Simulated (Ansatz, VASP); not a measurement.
## SiC in VASP and in Ansatz

```xyz
4
Lattice="3.0566 0.0000 0.0000 -1.5283 2.6471 0.0000 0.0000 0.0000 5.0164" Properties=species:S:1:pos:R:3 pbc="T T T"
Si    0.0000    1.7647    0.0231
Si    1.5283    0.8824    2.5313
C     0.0000    1.7647    1.9082
C     1.5283    0.8824    4.4165
```

Alike in both runs: functional LDA; k mesh 12 × 12 × 6; occupations fermi-dirac, width 0.02 eV; no spin polarisation.

Ansatz relaxed the structure, and its values are those at the end. VASP's run is a single point on that final structure, the one shown.

```csv
,VASP,Ansatz
version,VASP 6.6.1,Ansatz 0.2.0
potentials or method,"VASP PAW LDA potentials, release 64 (Si, C), cutoff 520 eV",PAW plane waves
valence electrons in the cell,16,16
```

|  | VASP | Ansatz | Ansatz less VASP |
| --- | --- | --- | --- |
| gap on the k mesh at the Fermi level (eV) | 2.12 | 2.13 | +0.015 |
| pressure (GPa) | 0.4 | 0.0 | -0.40 |

Ansatz warns that its potentials were made for another functional, while VASP's fit it. LDA's correlation is that of Perdew and Zunger in VASP and of Perdew and Wang (1992) in Ansatz.
